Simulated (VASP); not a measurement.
# AgI (P6_3mc) in VASP: a series of runs

AgI is run at these levels: PBE, r2SCAN; tasks: single point.

All numbers are computed with VASP 6.6.1; they aren't measurements. Logs are shortened: lines on timing, memory, paths and dates and some standing lists are left out, and cuts for length are marked.

## 1. The cell of the first run

Symmetry: P6_3mc, No. 186, hexagonal system. Conventional cell: a = 4.778 Å, b = 4.778 Å, c = 7.814 Å, α = 90.00°, β = 90.00°, γ = 120.00°. Ag (site symmetry 3m) has 4 I at 2.93 Å within 3.9 Å. I (site symmetry 3m) has 4 Ag at 2.93 Å within 3.9 Å.

## 2. Single point, PBE (38.61 Å³/atom)

INCAR reads:

```
PREC = Accurate
ENCUT = 500
EDIFF = 1E-6
ISMEAR = 0
SIGMA = 0.01
LREAL = False
LASPH = True
NELM = 120
ALGO = Normal
ISIF = 2
LWAVE = False
LCHARG = True
GGA = PE
LELF = True
LVHAR = True
NBANDS = 26
GGA_COMPAT = False
```

KPOINTS reads:

```
regular mesh
0
Gamma
  6 6 4
```

POSCAR reads:

```
AgI
1.0
    4.7775327905      0.0000000000      0.0000000000
   -2.3887663953      4.1374647640      0.0000000000
    0.0000000000      0.0000000000      7.8139945718
Ag I
2 2
Direct
    0.3333333333      0.6666666667      0.0001083644
    0.6666666667      0.3333333333      0.5001083644
    0.3333333333      0.6666666667      0.3748916356
    0.6666666667      0.3333333333      0.8748916356
```

Potentials or basis: VASP PAW PBE potentials, release 64 (Ag, I).

Started as:

```
$ cat potpaw_PBE.64/Ag/POTCAR potpaw_PBE.64/I/POTCAR > POTCAR
$ mpirun -np 1 vasp_std > vasp.out
```

OUTCAR:

```text
PREC = Accurate
   ENCUT = 500
   EDIFF = 1E-6
   ISMEAR = 0
   LREAL = False
   LASPH = True
   NELM = 120
   ISIF = 2
   GGA = PE

 ion  position               nearest neighbor table
   1  0.333  0.667  0.000-   4 2.93   4 2.93   4 2.93   3 2.93
   2  0.667  0.333  0.500-   3 2.93   3 2.93   3 2.93   4 2.93
   3  0.333  0.667  0.375-   2 2.93   2 2.93   2 2.93   1 2.93
   4  0.667  0.333  0.875-   1 2.93   1 2.93   1 2.93   2 2.93

  LATTYP: Found a hexagonal cell.
 ALAT       =     4.7775327905
 C/A-ratio  =     1.6355711022

  Lattice vectors:

 A1 = (   4.7775327905,   0.0000000000,   0.0000000000)
 A2 = (  -2.3887663953,   4.1374647640,   0.0000000000)
 A3 = (   0.0000000000,   0.0000000000,   7.8139945718)

Analysis of symmetry for initial positions (statically):
=====================================================================
 Subroutine PRICEL returns:
 Original cell was already a primitive cell.

 Routine SETGRP: Setting up the symmetry group for a
 hexagonal supercell.

 Subroutine GETGRP returns: Found 12 space group operations
 (whereof  6 operations were pure point group operations)
 out of a pool of 24 trial point group operations.

The static configuration has the point symmetry C_3v.
 The point group associated with its full space group is C_6v.

Analysis of symmetry for dynamics (positions and initial velocities):
=====================================================================
 Subroutine PRICEL returns:
 Original cell was already a primitive cell.

 Routine SETGRP: Setting up the symmetry group for a
 hexagonal supercell.

 Subroutine GETGRP returns: Found 12 space group operations
 (whereof  6 operations were pure point group operations)
 out of a pool of 24 trial point group operations.

The dynamic configuration has the point symmetry C_3v.
 The point group associated with its full space group is C_6v.

 Subroutine INISYM returns: Found 12 space group operations
 (whereof  6 operations are pure point group operations),
 and found     1 'primitive' translations

----------------------------------------------------------------------------------------

                                     Primitive cell

  volume of cell :     154.4582

  direct lattice vectors                    reciprocal lattice vectors
     4.777532790  0.000000000  0.000000000     0.209313058  0.120846951  0.000000000
    -2.388766395  4.137464764  0.000000000     0.000000000  0.241693901  0.000000000
     0.000000000  0.000000000  7.813994572     0.000000000  0.000000000  0.127975518

  length of vectors
     4.777532790  4.777532791  7.813994572     0.241693901  0.241693901  0.127975518

  position of ions in fractional coordinates (direct lattice)
     0.333333333  0.666666667  0.000108364
     0.666666667  0.333333333  0.500108364
     0.333333333  0.666666667  0.374891636
     0.666666667  0.333333333  0.874891636

  ion indices of the primitive-cell ions
   primitive index   ion index
                 1           1
                 2           2
                 3           3
                 4           4

----------------------------------------------------------------------------------------

 KPOINTS: regular mesh

Automatic generation of k-mesh.
 Grid dimensions read from file:
 generate k-points for:    6    6    4

 Generating k-lattice:

  Cartesian coordinates                     Fractional coordinates (reciprocal lattice)
     0.034885510  0.020141158  0.000000000     0.166666667  0.000000000  0.000000000
     0.000000000  0.040282317  0.000000000     0.000000000  0.166666667  0.000000000
     0.000000000  0.000000000  0.031993879     0.000000000  0.000000000  0.250000000

  Length of vectors
     0.040282317  0.040282317  0.031993879

  Shift w.r.t. Gamma in fractional coordinates (k-lattice)
     0.000000000  0.000000000  0.000000000

 Subroutine IBZKPT returns following result:
 ===========================================

 Found     21 irreducible k-points:

 Following reciprocal coordinates:
            Coordinates               Weight
  0.000000  0.000000  0.000000      1.000000
  0.166667  0.000000  0.000000      6.000000
  0.333333  0.000000  0.000000      6.000000
  0.500000  0.000000  0.000000      3.000000
  0.166667  0.166667  0.000000      6.000000
  0.333333  0.166667  0.000000     12.000000
[... 13 lines left out ...]
  0.333333  0.166667  0.500000     12.000000
  0.333333  0.333333  0.500000      2.000000
   k-points           NKPTS =     21   k-points in BZ     NKDIM =     21   number of bands    NBANDS=     26
   number of dos      NEDOS =    301   number of ions     NIONS =      4
   total plane-waves  NPLWV =  77760
   dimension x,y,z NGX =    36 NGY =   36 NGZ =   60
   dimension x,y,z NGXF=    72 NGYF=   72 NGZF=  120
   ions per type =               2   2
   NGX,Y,Z   is equivalent  to a cutoff of  12.53, 12.53, 12.77 a.u.
   NGXF,Y,Z  is equivalent  to a cutoff of  25.05, 25.05, 25.53 a.u.
 SYSTEM =  unknown system
   PREC   = accura    normal or accurate (medium, high low for compatibility)
   ISTART =      0    job   : 0-new  1-cont  2-samecut
   ICHARG =      2    charge: 1-file 2-atom 10-const
   ISPIN  =      1    spin polarized calculation?
   LNONCOLLINEAR =      F non collinear calculations
   LSORBIT =      F    spin-orbit coupling
   LASPH  =      T    aspherical Exc in radial PAW
   ENCUT  =  500.0 eV  36.75 Ry    6.06 a.u.   8.71  8.71 14.25*2*pi/ulx,y,z
   NELM   =    120;   NELMIN=  2; NELMDL= -5     # of ELM steps
   EDIFF  = 0.1E-05   stopping-criterion for ELM
   LREAL  =      F    real-space projection
   EDIFFG = 0.1E-04   stopping-criterion for IOM
   NSW    =      0    number of steps for IOM
   IBRION =     -1    ionic relax: 0-MD 1-quasi-New 2-CG
   NFREE  =      0    steps in history (QN), initial steepest desc. (CG)
   ISIF   =      2    stress and relaxation
   ISYM   =      2    0-nonsym 1-usesym 2-fastsym
   POTIM  = 0.5000    time-step for ionic-motion
   TEBEG  =    0.0;   TEEND  =   0.0 temperature during run
   PSTRESS=    0.0 pullay stress
   NELECT =      36.0000    total number of electrons
   NUPDOWN=      -1.0000    fix difference up-down
   EMIN   =  10.00;   EMAX   =-10.00  energy-range for DOS
   EFERMI =   0.00;   METHOD = LEGACY
   ISMEAR =     0;   SIGMA  =   0.01  broadening in eV -4-tet -1-fermi 0-gaus
   EFERMI_NEDOS =   21; number of points for ismear=-14 and -15
   IALGO  =     38    algorithm
   IMIX   =      4    mixing-type and parameters
     AMIX     =   0.40;   BMIX     =  1.00
     AMIX_MAG =   1.60;   BMIX_MAG =  1.00
  volume/ion in A,a.u.               =      38.61       260.58
  Fermi-wavevector in a.u.,A,eV,Ry     =   1.007485  1.903871 13.810270  1.015026
  Thomas-Fermi vector in A             =   2.140293
   LORBIT       =      0    0 simple, 1 ext, 2 COOP (PROOUT), +10 PAW based schemes
   GGA     = PE    functional components
   LHFCALC =     F    Hartree Fock is set to
   AEXX    =    0.0000 exact exchange contribution
   IVDW    =     0    specifies the selected vdW correction
   LEPSILON=     F    determine dielectric tensor
   LRPA    =     F    only Hartree local field effects (RPA)
 non-spin polarized calculation
 Gauss-broadening in eV      SIGMA  =   0.01
  energy-cutoff  :      500.00
  volume of cell :      154.46
 maximum number of plane-waves:      3937
 NGX is ok and might be reduce to    36
   NGX = 17   NGY = 17   NGZ = 29

 number of electron      36.0000005 magnetization

 Free energy of the ion-electron system (eV)
  ---------------------------------------------------
  ext. energy  EPLUGINS =         0.00000000
  ---------------------------------------------------
  free energy    TOTEN  =        -9.54094437 eV

  energy without entropy =       -9.54094437  energy(sigma->0) =       -9.54094437

 E-fermi :   1.9357     XC(G=0):  -7.8834

 val. band max:        1.8736865806   @ k =   0.0000   0.0000   0.0000
 cond. band min:       3.2452792881   @ k =   0.0000   0.0000   0.0000
 fundamental gap:      1.3715927075
 Fermi energy:         1.9357257511

 k-point     1 :       0.0000    0.0000    0.0000
  band No.  band energies     occupation
      1     -10.3177      2.00000
      2     -10.1120      2.00000
      3      -1.6698      2.00000
      4      -1.6669      2.00000
      5      -1.6669      2.00000
      6      -1.5464      2.00000
[... 18 lines left out ...]
     25       8.6099      0.00000
     26       8.9308      0.00000

 k-point     2 :       0.1667    0.0000    0.0000
  band No.  band energies     occupation
      1     -10.2730      2.00000
      2     -10.0904      2.00000
      3      -1.7004      2.00000
      4      -1.6354      2.00000
      5      -1.6301      2.00000
      6      -1.5427      2.00000
[... 18 lines left out ...]
     25       8.6915      0.00000
     26       9.0647      0.00000

 k-point     3 :       0.3333    0.0000    0.0000
  band No.  band energies     occupation
      1     -10.1741      2.00000
      2     -10.0536      2.00000
      3      -1.7387      2.00000
      4      -1.6152      2.00000
      5      -1.5607      2.00000
      6      -1.4480      2.00000
[... 18 lines left out ...]
     25       9.2950      0.00000
     26       9.5051      0.00000

 k-point     4 :       0.5000    0.0000    0.0000
  band No.  band energies     occupation
      1     -10.1132      2.00000
      2     -10.0451      2.00000
      3      -1.7260      2.00000
      4      -1.6086      2.00000
      5      -1.5295      2.00000
      6      -1.3707      2.00000
[... 18 lines left out ...]
     25       9.2832      0.00000
     26      10.7514      0.00000

 k-point     5 :       0.1667    0.1667    0.0000
  band No.  band energies     occupation
      1     -10.2007      2.00000
      2     -10.0615      2.00000
      3      -1.6898      2.00000
      4      -1.6305      2.00000
      5      -1.5808      2.00000
      6      -1.4996      2.00000
[... 18 lines left out ...]
     25       9.1623      0.00000
     26       9.4434      0.00000

 k-point     6 :       0.3333    0.1667    0.0000
  band No.  band energies     occupation
      1     -10.1141      2.00000
      2     -10.0447      2.00000
      3      -1.6726      2.00000
      4      -1.5564      2.00000
      5      -1.5193      2.00000
      6      -1.3941      2.00000
[... 340 lines left out ...]
 k-point    18 :       0.5000    0.0000    0.5000
  band No.  band energies     occupation
      1     -10.0782      2.00000
      2     -10.0782      2.00000
      3      -1.7903      2.00000
      4      -1.7903      2.00000
      5      -1.4194      2.00000
      6      -1.4194      2.00000
[... 18 lines left out ...]
     25       9.3066      0.00000
     26       9.3066      0.00000

 k-point    19 :       0.1667    0.1667    0.5000
  band No.  band energies     occupation
      1     -10.1312      2.00000
      2     -10.1312      2.00000
      3      -1.7468      2.00000
      4      -1.7468      2.00000
      5      -1.5359      2.00000
      6      -1.5359      2.00000
[... 18 lines left out ...]
     25       8.9829      0.00000
     26       8.9829      0.00000

 k-point    20 :       0.3333    0.1667    0.5000
  band No.  band energies     occupation
      1     -10.0784      2.00000
      2     -10.0784      2.00000
      3      -1.7255      2.00000
      4      -1.7255      2.00000
      5      -1.4681      2.00000
      6      -1.4681      2.00000
[... 18 lines left out ...]
     25       9.3281      0.00000
     26       9.3281      0.00000

 k-point    21 :       0.3333    0.3333    0.5000
  band No.  band energies     occupation
      1     -10.0608      2.00000
      2     -10.0608      2.00000
      3      -1.6290      2.00000
      4      -1.6290      2.00000
      5      -1.5085      2.00000
      6      -1.5085      2.00000
[... 18 lines left out ...]
     25      10.0590      0.00000
     26      10.0886      0.00000

------------------------ aborting loop because EDIFF is reached ----------------------------------------

  FORCE on cell =-STRESS in cart. coord.  units (eV):
  Direction    XX          YY          ZZ          XY          YZ          ZX
  --------------------------------------------------------------------------------------
  -------------------------------------------------------------------------------------
  Total       -1.2869976     -1.2869976     -1.3002406      0.0000000      0.0000000      0.0000000
  in kB      -13.3498762    -13.3498762    -13.4872442      0.0000000      0.0000000      0.0000000
  external PRESSURE =     -13.3956655 kB  Pullay stress =       0.0000000 kB

 VOLUME and BASIS-vectors are now :
 -----------------------------------------------------------------------------
  energy-cutoff  :      500.00
  volume of cell :      154.46
      direct lattice vectors                 reciprocal lattice vectors
     4.777532790  0.000000000  0.000000000     0.209313058  0.120846951  0.000000000
    -2.388766395  4.137464764  0.000000000     0.000000000  0.241693901  0.000000000
     0.000000000  0.000000000  7.813994572     0.000000000  0.000000000  0.127975518

 POSITION                                       TOTAL-FORCE (eV/Angst)
 -----------------------------------------------------------------------------------
     -0.00000      2.75831      0.00085        -0.000000      0.000000     -0.003166
      2.38877      1.37915      3.90784         0.000000     -0.000000     -0.003166
     -0.00000      2.75831      2.92940        -0.000000      0.000000      0.003166
      2.38877      1.37915      6.83640         0.000000      0.000000      0.003166
 -----------------------------------------------------------------------------------
    total drift:                               -0.000000      0.000000      0.001778

  FREE ENERGIE OF THE ION-ELECTRON SYSTEM (eV)
  ---------------------------------------------------
  free  energy   TOTEN  =        -9.5409443721 eV

  energy  without entropy=       -9.5409443721  energy(sigma->0) =       -9.54094437
```

Run time: 57 s. Hardware: 1 thread of AMD EPYC 9R45 (Zen 5), shared host; peak memory 0.26 GiB.

What came out:

```yaml
Free_energy: -9.5409 eV
Pressure: -1.3 GPa
Largest_force: 0.003 eV/Å
Band_gap_on_the_k_mesh: 1.37 eV
```

Forces in eV/Å, atoms in the order of the input:
```
Ag   0.000  0.000 -0.003
Ag   0.000  0.000 -0.003
I    0.000  0.000  0.003
I    0.000  0.000  0.003
```

Levels at points of the mesh, in eV from the valence-band top:
```tsv
k point	band 16	band 17	band 18	band 19	band 20	band 21
(0.00, 0.00, 0.00)	-0.05	0.00	0.00	1.37	2.70	5.93
(0.50, 0.00, 0.00)	-1.42	-0.81	-0.57	3.28	3.69	4.99
(0.00, 0.00, 0.50)	-0.29	-0.29	-0.29	2.61	2.61	5.66
(0.50, 0.00, 0.50)	-0.99	-0.99	-0.99	3.32	3.32	5.00
```

Caveat: spin-orbit coupling is left out, which moves the levels of the heavy elements.

(Continued in part 2 of 2.)
